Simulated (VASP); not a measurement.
# Ca2BeCl6 (Fm-3m) in VASP: relaxation of cell and atoms with PBE

Aim: the relaxation of cell and atoms of Ca2BeCl6 with PBE.

Everything below comes from runs of VASP 6.6.1. Logs are shortened: lines on timing, memory, paths and dates and some standing lists are left out, and cuts for length are marked.

### 1 The cell of the first run

The structure is cubic, space group Fm-3m (No. 225). The conventional cell has a = 9.071 Å, b = 9.071 Å, c = 9.071 Å, α = 90.00°, β = 90.00°, γ = 90.00°. Within 4.2 Å of Ca (site symmetry -43m) lie 12 Cl at 3.21 Å and 4 Be at 3.93 Å. Within 3.0 Å of Be (site symmetry m-3m) lie 6 Cl at 2.27 Å. Within 3.0 Å of Cl (site symmetry 4mm) lie 1 Be at 2.27 Å.

### 2 Relaxation of cell and atoms, PBE

The input, INCAR:

```
SYSTEM = Ca2BeCl6
ALGO = Normal
EDIFF = 1E-7
EDIFFG = -0.04
ENCUT = 600
GGA = PE
IBRION = 2
ISIF = 3
ISMEAR = 0
LASPH = .TRUE.
LCHARG = .FALSE.
LREAL = .FALSE.
LWAVE = .FALSE.
NELM = 100
NSW = 90
PREC = Accurate
SIGMA = 0.1
```

The input, KPOINTS:

```
k-points
0
G
  4 4 4
  0 0 0
```

The input, POSCAR:

```
Ca2BeCl6
1.0
    0.0000000000      4.5352715200      4.5352715200
    4.5352715200      0.0000000000      4.5352715200
    4.5352715200      4.5352715200      0.0000000000
Ca Be Cl
2 1 6
Direct
    0.2500000000      0.2500000000      0.2500000000
    0.7500000000      0.7500000000      0.7500000000
    0.0000000000      0.0000000000      0.0000000000
    0.7500000000      0.2500000000      0.2500000000
    0.2500000000      0.7500000000      0.7500000000
    0.2500000000      0.7500000000      0.2500000000
    0.7500000000      0.2500000000      0.7500000000
    0.2500000000      0.2500000000      0.7500000000
    0.7500000000      0.7500000000      0.2500000000
```

Potentials or basis: VASP PAW PBE potentials, release 64 (Ca_sv, Be, Cl).

On the command line:

```bash
cat potpaw_PBE.64/Ca_sv/POTCAR potpaw_PBE.64/Be/POTCAR potpaw_PBE.64/Cl/POTCAR > POTCAR
mpirun -np 1 vasp_std > vasp.out
```

OUTCAR:

```text
SYSTEM = Ca2BeCl6
   EDIFF = 1E-7
   EDIFFG = -0.04
   ENCUT = 600
   GGA = PE
   IBRION = 2
   ISIF = 3
   ISMEAR = 0
   LASPH = .TRUE.
   LREAL = .FALSE.
   NELM = 100
   NSW = 90
   PREC = Accurate

 ion  position               nearest neighbor table
   1  0.250  0.250  0.250-
   2  0.750  0.750  0.750-
   3  0.000  0.000  0.000-   4 2.27   5 2.27   6 2.27   7 2.27   8 2.27   9 2.27
   4  0.750  0.250  0.250-   3 2.27
   5  0.250  0.750  0.750-   3 2.27
   6  0.250  0.750  0.250-   3 2.27
   7  0.750  0.250  0.750-   3 2.27
   8  0.250  0.250  0.750-   3 2.27
   9  0.750  0.750  0.250-   3 2.27

  LATTYP: Found a face centered cubic cell.
 ALAT       =     9.0705430400

  Lattice vectors:

 A1 = (   0.0000000000,   4.5352715200,   4.5352715200)
 A2 = (   4.5352715200,   0.0000000000,   4.5352715200)
 A3 = (   4.5352715200,   4.5352715200,   0.0000000000)

Analysis of symmetry for initial positions (statically):
=====================================================================
 Subroutine PRICEL returns:
 Original cell was already a primitive cell.

 Routine SETGRP: Setting up the symmetry group for a
 face centered cubic supercell.

 Subroutine GETGRP returns: Found 48 space group operations
 (whereof 48 operations were pure point group operations)
 out of a pool of 48 trial point group operations.

The static configuration has the point symmetry O_h .

Analysis of symmetry for dynamics (positions and initial velocities):
=====================================================================
 Subroutine PRICEL returns:
 Original cell was already a primitive cell.

 Routine SETGRP: Setting up the symmetry group for a
 face centered cubic supercell.

 Subroutine GETGRP returns: Found 48 space group operations
 (whereof 48 operations were pure point group operations)
 out of a pool of 48 trial point group operations.

The dynamic configuration has the point symmetry O_h .

 Subroutine INISYM returns: Found 48 space group operations
 (whereof 48 operations are pure point group operations),
 and found     1 'primitive' translations

----------------------------------------------------------------------------------------

                                     Primitive cell

  volume of cell :     186.5692

  direct lattice vectors                    reciprocal lattice vectors
     0.000000000  4.535271520  4.535271520    -0.110246983  0.110246983  0.110246983
     4.535271520  0.000000000  4.535271520     0.110246983 -0.110246983  0.110246983
     4.535271520  4.535271520  0.000000000     0.110246983  0.110246983 -0.110246983

  length of vectors
     6.413842493  6.413842493  6.413842493     0.190953375  0.190953375  0.190953375

  position of ions in fractional coordinates (direct lattice)
     0.250000000  0.250000000  0.250000000
     0.750000000  0.750000000  0.750000000
     0.000000000  0.000000000  0.000000000
     0.750000000  0.250000000  0.250000000
     0.250000000  0.750000000  0.750000000
     0.250000000  0.750000000  0.250000000
     0.750000000  0.250000000  0.750000000
     0.250000000  0.250000000  0.750000000
     0.750000000  0.750000000  0.250000000

  ion indices of the primitive-cell ions
   primitive index   ion index
                 1           1
                 2           2
                 3           3
                 4           4
                 5           5
                 6           6
                 7           7
                 8           8
                 9           9

----------------------------------------------------------------------------------------

 KPOINTS: k-points

Automatic generation of k-mesh.
 Grid dimensions read from file:
 generate k-points for:    4    4    4

 Generating k-lattice:

  Cartesian coordinates                     Fractional coordinates (reciprocal lattice)
    -0.027561746  0.027561746  0.027561746     0.250000000  0.000000000  0.000000000
     0.027561746 -0.027561746  0.027561746     0.000000000  0.250000000  0.000000000
     0.027561746  0.027561746 -0.027561746     0.000000000  0.000000000  0.250000000

  Length of vectors
     0.047738344  0.047738344  0.047738344

  Shift w.r.t. Gamma in fractional coordinates (k-lattice)
     0.000000000  0.000000000  0.000000000

 Subroutine IBZKPT returns following result:
 ===========================================

 Found      8 irreducible k-points:

 Following reciprocal coordinates:
            Coordinates               Weight
  0.000000  0.000000  0.000000      1.000000
  0.250000  0.000000  0.000000      8.000000
  0.500000  0.000000  0.000000      4.000000
  0.250000  0.250000  0.000000      6.000000
  0.500000  0.250000  0.000000     24.000000
 -0.250000  0.250000  0.000000     12.000000
  0.500000  0.500000  0.000000      3.000000
 -0.250000  0.500000  0.250000      6.000000
   k-points           NKPTS =      8   k-points in BZ     NKDIM =      8   number of bands    NBANDS=     38
   number of dos      NEDOS =    301   number of ions     NIONS =      9
   total plane-waves  NPLWV = 157464
   dimension x,y,z NGX =    54 NGY =   54 NGZ =   54
   dimension x,y,z NGXF=   108 NGYF=  108 NGZF=  108
   ions per type =               2   1   6
   NGX,Y,Z   is equivalent  to a cutoff of  14.00, 14.00, 14.00 a.u.
   NGXF,Y,Z  is equivalent  to a cutoff of  27.99, 27.99, 27.99 a.u.
 SYSTEM =  Ca2BeCl6
   PREC   = accura    normal or accurate (medium, high low for compatibility)
   ISTART =      0    job   : 0-new  1-cont  2-samecut
   ICHARG =      2    charge: 1-file 2-atom 10-const
   ISPIN  =      1    spin polarized calculation?
   LNONCOLLINEAR =      F non collinear calculations
   LSORBIT =      F    spin-orbit coupling
   LASPH  =      T    aspherical Exc in radial PAW
   ENCUT  =  600.0 eV  44.10 Ry    6.64 a.u.  12.81 12.81 12.81*2*pi/ulx,y,z
   NELM   =    100;   NELMIN=  2; NELMDL= -5     # of ELM steps
   EDIFF  = 0.1E-06   stopping-criterion for ELM
   LREAL  =      F    real-space projection
   EDIFFG = -.4E-01   stopping-criterion for IOM
   NSW    =     90    number of steps for IOM
   IBRION =      2    ionic relax: 0-MD 1-quasi-New 2-CG
   NFREE  =      1    steps in history (QN), initial steepest desc. (CG)
   ISIF   =      3    stress and relaxation
   ISYM   =      2    0-nonsym 1-usesym 2-fastsym
   POTIM  = 0.5000    time-step for ionic-motion
   TEBEG  =    0.0;   TEEND  =   0.0 temperature during run
   PSTRESS=    0.0 pullay stress
   NELECT =      64.0000    total number of electrons
   NUPDOWN=      -1.0000    fix difference up-down
   EMIN   =  10.00;   EMAX   =-10.00  energy-range for DOS
   EFERMI =   0.00;   METHOD = LEGACY
   ISMEAR =     0;   SIGMA  =   0.10  broadening in eV -4-tet -1-fermi 0-gaus
   EFERMI_NEDOS =   21; number of points for ismear=-14 and -15
   IALGO  =     38    algorithm
   IMIX   =      4    mixing-type and parameters
     AMIX     =   0.40;   BMIX     =  1.00
     AMIX_MAG =   1.60;   BMIX_MAG =  1.00
  volume/ion in A,a.u.               =      20.73       139.89
  Fermi-wavevector in a.u.,A,eV,Ry     =   1.146009  2.165644 17.869044  1.313338
  Thomas-Fermi vector in A             =   2.282696
   LORBIT       =      0    0 simple, 1 ext, 2 COOP (PROOUT), +10 PAW based schemes
   GGA     = PE    functional components
   LHFCALC =     F    Hartree Fock is set to
   AEXX    =    0.0000 exact exchange contribution
   IVDW    =     0    specifies the selected vdW correction
   LEPSILON=     F    determine dielectric tensor
   LRPA    =     F    only Hartree local field effects (RPA)
 conjugate gradient relaxation of ions
 non-spin polarized calculation
 Gauss-broadening in eV      SIGMA  =   0.10
  energy-cutoff  :      600.00
  volume of cell :      186.57
 maximum number of plane-waves:      6244
 NGX is ok and might be reduce to    54
   NGX = 25   NGY = 25   NGZ = 25

--------------------------------------- Ionic step        1  -------------------------------------------

 number of electron      63.9999994 magnetization

 Free energy of the ion-electron system (eV)
  ---------------------------------------------------
  ext. energy  EPLUGINS =         0.00000000
  ---------------------------------------------------
  free energy    TOTEN  =       -34.04863125 eV

  energy without entropy =      -34.04863125  energy(sigma->0) =      -34.04863125

------------------------ aborting loop because EDIFF is reached ----------------------------------------

  FORCE on cell =-STRESS in cart. coord.  units (eV):
  Direction    XX          YY          ZZ          XY          YZ          ZX
  --------------------------------------------------------------------------------------
  -------------------------------------------------------------------------------------
  Total        0.1408430      0.1408430      0.1408430     -0.0000000      0.0000000     -0.0000000
  in kB        1.2095005      1.2095005      1.2095005     -0.0000000      0.0000000     -0.0000000
  external PRESSURE =       1.2095005 kB  Pullay stress =       0.0000000 kB

 VOLUME and BASIS-vectors are now :
 -----------------------------------------------------------------------------
  energy-cutoff  :      600.00
  volume of cell :      186.57
      direct lattice vectors                 reciprocal lattice vectors
     0.000000000  4.535271520  4.535271520    -0.110246983  0.110246983  0.110246983
     4.535271520  0.000000000  4.535271520     0.110246983 -0.110246983  0.110246983
     4.535271520  4.535271520  0.000000000     0.110246983  0.110246983 -0.110246983
[... 87 lines left out ...]
 POSITION                                       TOTAL-FORCE (eV/Angst)
 -----------------------------------------------------------------------------------
      2.27051      2.27051      2.27051         0.000000     -0.000000      0.000000
      6.81152      6.81152      6.81152         0.000000      0.000000      0.000000
      0.00000      0.00000      0.00000         0.000000     -0.000000      0.000000
      2.21513      4.54102      4.54102         0.010197      0.000000      0.000000
      6.86690      4.54102      4.54102        -0.010197      0.000000      0.000000
      4.54102      2.21513      4.54102         0.000000      0.010197      0.000000
      4.54102      6.86690      4.54102         0.000000     -0.010197      0.000000
      4.54102      4.54102      2.21513         0.000000      0.000000      0.010197
      4.54102      4.54102      6.86690         0.000000      0.000000     -0.010197
 -----------------------------------------------------------------------------------
    total drift:                               -0.000000     -0.000000      0.000000

  FREE ENERGIE OF THE ION-ELECTRON SYSTEM (eV)
  ---------------------------------------------------
  free  energy   TOTEN  =       -34.1635874723 eV

  energy  without entropy=      -34.1635874723  energy(sigma->0) =      -34.16358747

--------------------------------------- Ionic step        4  -------------------------------------------

 number of electron      63.9999999 magnetization

 Free energy of the ion-electron system (eV)
  ---------------------------------------------------
  ext. energy  EPLUGINS =         0.00000000
  ---------------------------------------------------
  free energy    TOTEN  =       -34.17266285 eV

  energy without entropy =      -34.17266285  energy(sigma->0) =      -34.17266285

 E-fermi :   2.7432     XC(G=0):  -9.2074

 val. band max:        2.2675316658   @ k =   0.0000   0.0000   0.0000
 cond. band min:       5.8760135296   @ k =   0.0000   0.0000   0.0000
 fundamental gap:      3.6084818639
 Fermi energy:         2.7432185350

 k-point     1 :       0.0000    0.0000    0.0000
  band No.  band energies     occupation
      1     -38.4162      2.00000
      2     -38.4148      2.00000
      3     -19.3524      2.00000
      4     -19.3524      2.00000
      5     -19.3524      2.00000
      6     -19.3419      2.00000
[... 339 lines left out ...]
 POSITION                                       TOTAL-FORCE (eV/Angst)
 -----------------------------------------------------------------------------------
      2.28426      2.28426      2.28426        -0.000000      0.000000     -0.000000
      6.85279      6.85279      6.85279        -0.000000     -0.000000     -0.000000
      0.00000      0.00000      0.00000        -0.000000      0.000000     -0.000000
      2.22487      4.56852      4.56852        -0.012942      0.000000     -0.000000
      6.91218      4.56852      4.56852         0.012942      0.000000     -0.000000
      4.56852      2.22487      4.56852        -0.000000     -0.012942     -0.000000
      4.56852      6.91218      4.56852        -0.000000      0.012942     -0.000000
      4.56852      4.56852      2.22487        -0.000000      0.000000     -0.012942
      4.56852      4.56852      6.91218        -0.000000      0.000000      0.012942
 -----------------------------------------------------------------------------------
    total drift:                               -0.000000     -0.000000      0.000000

  FREE ENERGIE OF THE ION-ELECTRON SYSTEM (eV)
  ---------------------------------------------------
  free  energy   TOTEN  =       -34.1726628513 eV

  energy  without entropy=      -34.1726628513  energy(sigma->0) =      -34.17266285

 reached required accuracy - stopping structural energy minimisation
```

Run time: 12 min. Hardware: 1 thread of Oxide Virtual Turin-like, shared host; peak memory 0.42 GiB.

What came out:

- Free energy: -34.1727 eV
- Relaxed volume: 21.19 Å³/atom
- Relaxed cell: a = 6.461 Å, b = 6.461 Å, c = 6.461 Å, α = 60.00°, β = 60.00°, γ = 60.00°
- Space group after relaxing (to 0.05 Å): Fm-3m (No. 225)
- Energy gained by relaxing: 13.8 meV/atom
- Ionic steps: 4
- Pressure after relaxing: 0.0 GPa
- Band gap on the k mesh: 3.61 eV, direct

The path:
```
step  energy change (eV)  largest force (eV/Å)  pressure (GPa)  volume (Å³)
   1              0.0000                0.6835            0.12       186.57
   2             -0.0959                0.2751            0.50       186.99
   3             -0.1150                0.0102            0.84       187.28
   4             -0.1240                0.0129            0.03       190.70
```

Final structure:
```
CELL_PARAMETERS angstrom
0.00000 4.56852 4.56852
4.56852 0.00000 4.56852
4.56852 4.56852 0.00000
ATOMIC_POSITIONS crystal
Ca 0.25000 0.25000 0.25000
Ca 0.75000 0.75000 0.75000
Be 0.00000 0.00000 0.00000
Cl 0.75650 0.24350 0.24350
Cl 0.24350 0.75650 0.75650
Cl 0.24350 0.75650 0.24350
Cl 0.75650 0.24350 0.75650
Cl 0.24350 0.24350 0.75650
Cl 0.75650 0.75650 0.24350
```

A k mesh can miss the band edges. PBE gaps usually lie below the measured ones, often by a third to a half.
